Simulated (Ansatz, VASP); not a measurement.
Zn2SnO3: VASP beside Ansatz

```xyz
6
Lattice="2.8259 0.0000 0.0000 0.0000 2.8259 0.0000 0.0000 0.0000 8.6984" Properties=species:S:1:pos:R:3 pbc="T T T"
Zn    1.4130    1.4130    3.0098
Zn    1.4130    1.4130    5.6886
Sn    1.4130    1.4130    0.0000
O     0.0000    0.0000    6.9771
O     0.0000    0.0000    1.7213
O     0.0000    0.0000    4.3492
```

Change from the starting cell: species swapped into the Li3Tl2Cd type (P4/mmm, No. 123).

Alike in both runs: functional PBE; k mesh 6 × 6 × 2; occupations gaussian, width 0.1 eV; no spin polarisation.

Ansatz relaxed the structure, and its values are those at the end. VASP's run is a single point on that final structure, the one shown.

|  | VASP | Ansatz |
| --- | --- | --- |
| version | VASP 6.6.1 | Ansatz 0.2.0 |
| potentials or method | VASP PAW PBE potentials, release 64 (Zn, Sn_d, O), cutoff 520 eV | scalar-relativistic, plane waves, PAW |
| valence electrons in the cell | 56 | 56 |

|  | VASP | Ansatz | Ansatz less VASP |
| --- | --- | --- | --- |
| gap on the k mesh at the Fermi level (eV) | none | none | - |
| pressure (GPa) | 0.3 | 0.0 | -0.31 |
| rms of the force components (eV/Å) | 0.006 | 0.005 | -0.0013 |

A gap of «none» marks a metal or a gap that the smearing closes.

The k mesh is coarse, so the values compare programs but aren't converged.
